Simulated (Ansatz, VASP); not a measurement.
## W16C in VASP and in Ansatz

```
W C
1.0
     6.32000    0.00000    0.00000
     0.00000    6.32000    0.00000
     0.00000    0.00000    6.32000
W C
16 1
Direct
  0.01718 0.98938 0.00035
  0.49733 0.98961 0.00036
  0.01719 0.50923 0.00034
  0.00479 0.00147 0.50039
  0.25733 0.24924 0.24816
  0.49715 0.50906 0.00036
  0.50979 0.00167 0.50038
  0.75747 0.24943 0.20179
  0.00507 0.49705 0.50039
  0.25739 0.74941 0.25446
  0.25731 0.24924 0.75242
  0.50972 0.49704 0.50038
  0.75719 0.74930 0.24791
  0.75739 0.24925 0.79926
  0.25742 0.74945 0.74628
  0.75718 0.74921 0.75285
  0.75740 0.24929 0.50055
```

Alike in both runs: functional PBE; k mesh 3 × 3 × 3; occupations gaussian, width 0.05 eV; no spin polarisation.

Ansatz relaxed the structure, and its values are those at the end. VASP's run is a single point on that final structure, the one shown.

|  | VASP | Ansatz |
| --- | --- | --- |
| version | VASP 6.6.1 | Ansatz 0.2.0 |
| potentials or method | VASP PAW PBE potentials, release 64 (W_sv, C), cutoff 520 eV | scalar-relativistic, plane waves, PAW |
| valence electrons in the cell | 228 | 228 |

Ansatz gave:

```
rms of the force components (eV/Å) : 0.011
```

Question: What did VASP give for the same quantities?

Answer: rms of the force components (eV/Å): 0.012.

With one functional, cell and mesh, what is left measures potentials, basis and numerics.

Neither program's run includes spin-orbit coupling.
